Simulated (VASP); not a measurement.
**Lu: single point with RPBE**

Crystal: Lu.

```
Lu
1.0
    -2.00804    2.00804    2.00804
     2.00804   -2.00804    2.00804
     2.00804    2.00804   -2.00804
Lu
1
Direct
  0.00000 0.00000 0.00000
```

This cell differs from its parent crystal: volume scaled by 1.04.

* Program: VASP 6.6.1
* Task: single point
* Functional: RPBE
* Potentials or basis: VASP PAW PBE potentials, release 64 (Lu)
* Cutoff: 520 eV
* k mesh: 13 × 13 × 13
* Occupations: fermi-dirac, width 0.1 eV
* Spin: no spin polarisation
* Dipole correction: no
* Further INCAR settings: ALGO = Normal; EDIFF = 1e-07; NBANDS = 18

The pressure is -1.4 GPa.

Levels at points of the mesh, in eV from the Fermi level:
| k point | band 10 | band 11 | band 12 | band 13 | band 14 | band 15 |
| --- | --- | --- | --- | --- | --- | --- |
| (0.00, 0.00, 0.00) | -5.27 | -5.27 | -5.26 | 2.07 | 2.07 | 2.07 |

It took 46 s on 1 thread of Intel(R) Xeon(R) Platinum 8259CL CPU @ 2.50GHz (Skylake/Cascade Lake), with other jobs on the host, peak memory 0.2 GiB.

Caveat: the PAW data sets were made with another functional, which shifts forces and pressure a little; spin-orbit coupling is left out, which moves the levels of the heavy elements.
